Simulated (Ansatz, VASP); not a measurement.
**SnSe: VASP beside Ansatz**

Contents of INCAR:

```
SYSTEM = SnSe
PREC = Accurate
ENCUT = 500
EDIFF = 1E-6
ISMEAR = 1
SIGMA = 0.5
LREAL = .FALSE.
LASPH = .TRUE.
NELM = 120
ALGO = Normal
ISIF = 2
LWAVE = .FALSE.
LCHARG = .TRUE.
GGA = PE
LELF = .TRUE.
LVHAR = .TRUE.
NBANDS = 28
GGA_COMPAT = .FALSE.
```

File KPOINTS:

```
regular mesh
0
G
  4 4 4
  0 0 0
```

Contents of POSCAR:

```
SnSe
1.0
    4.2193393516      0.0000000000      0.0000000000
    0.0000000000      4.2193393516      0.0000000000
    0.0000000000      0.0000000000      5.9930255593
Sn Se
2 2
Direct
    0.5000000000      0.0000000000      0.2500915766
    0.0000000000      0.5000000000      0.7499084234
    0.5000000000      0.0000000000      0.7498972969
    0.0000000000      0.5000000000      0.2501027031
```

Input for Ansatz:

```yaml
crystal:
  lattice:
    - [4.2193393516, 0.0, 0.0]
    - [0.0, 4.2193393516, 0.0]
    - [0.0, 0.0, 5.9930255593]
  atoms:
    - { symbol: Sn, position: [0.5, 0.0, 0.2500915766] }
    - { symbol: Sn, position: [0.0, 0.5, 0.7499084234] }
    - { symbol: Se, position: [0.5, 0.0, 0.7498972969] }
    - { symbol: Se, position: [0.0, 0.5, 0.2501027031] }
kpoints:
  mp_grid: { grid: [4, 4, 4] }
hamiltonian:
  xc: pbe
scf:
  occupations: { method: cold, width: 0.5 }
  n_extra_bands: 5
output:
  forces: true
  stress: true
  eigenvalues: true
```

Alike in both runs: task single point; functional PBE; k mesh 4 × 4 × 4; no spin polarisation.

|  | VASP | Ansatz |
| --- | --- | --- |
| version | VASP 6.6.1 | Ansatz 0.2.0 |
| potentials or method | VASP PAW PBE potentials, release 64 (Sn_d, Se) | plane waves |
| plane-wave cutoff (eV) | 500 | 420 |
| occupations | methfessel-paxton of order 1, width 0.5 eV | cold, width 0.5 eV |
| valence electrons in the cell | 40 | 60 |

```csv
,VASP,Ansatz,Ansatz less VASP
pressure (GPa),1.6,1.6,+0.03
"traceless stress, the component that is largest in VASP (GPa)",-0.55,0.07,+0.625
```

VASP's potentials hold 40 valence electrons a cell and Ansatz's 60, so a difference there can come from the potentials and not from the codes.
